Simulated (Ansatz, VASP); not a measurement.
**One calculation of C, two programs**

The input INCAR:

```
ALGO = Normal
EDIFF = 1E-6
ENCUT = 520
ISIF = 2
ISMEAR = 1
LASPH = True
LCHARG = False
LREAL = False
LWAVE = False
NBANDS = 16
NELM = 100
PREC = Accurate
SIGMA = 0.2
```

Contents of KPOINTS:

```
k-points
0
Gamma
  18 18 6
```

Contents of POSCAR:

```
C
1.0
    1.2280479700     -2.1270618200      0.0000000000
    1.2280479700      2.1270618200      0.0000000000
    0.0000000000      0.0000000000      7.1732677600
C
4
Direct
    0.0833794600      0.9166205400      0.7531376000
    0.5833794600      0.4166205400      0.2468624000
    0.9166205400      0.0833794600      0.2468624000
    0.4166205400      0.5833794600      0.7531376000
```

Input for Ansatz:

```yaml
crystal:
  lattice:
    - [1.22804797, -2.12706182, 0.0]
    - [1.22804797, 2.12706182, 0.0]
    - [0.0, 0.0, 7.17326776]
  atoms:
    - { symbol: C, position: [0.08337946, 0.91662054, 0.7531376] }
    - { symbol: C, position: [0.58337946, 0.41662054, 0.2468624] }
    - { symbol: C, position: [0.91662054, 0.08337946, 0.2468624] }
    - { symbol: C, position: [0.41662054, 0.58337946, 0.7531376] }
basis:
  ecutwfc: 420
kpoints:
  mp_grid: { grid: [18, 18, 6] }
hamiltonian:
  xc: lda
scf:
  occupations: { method: methfessel_paxton, width: 0.2 }
output:
  forces: true
  stress: true
  eigenvalues: true
```

Alike in both runs: task single point; functional LDA; k mesh 18 × 18 × 6; occupations methfessel-paxton of order 1, width 0.2 eV; no spin polarisation.

|  | VASP | Ansatz |
| --- | --- | --- |
| version | VASP 6.6.1 | Ansatz 0.2.0 |
| potentials or method | VASP PAW LDA potentials, release 64 (C), cutoff 520 eV | scalar-relativistic, plane waves, PAW |
| valence electrons in the cell | 16 | 16 |

```tsv
	VASP	Ansatz	Ansatz less VASP
gap on the k mesh at the Fermi level (eV)	0.02	0.02	0.000
least direct gap on the mesh (eV)	0.02	0.02	0.000
pressure (GPa)	-3.2	-3.9	-0.73
traceless stress, the component that is largest in VASP (GPa)	1.94	2.82	+0.876
rms of the force components (eV/Å)	0.015	0.015	0.0000
```

LDA's correlation is that of Perdew and Zunger in VASP and of Perdew and Wang (1992) in Ansatz. Atom by atom the forces differ by 0.000 eV/Å (rms over components).
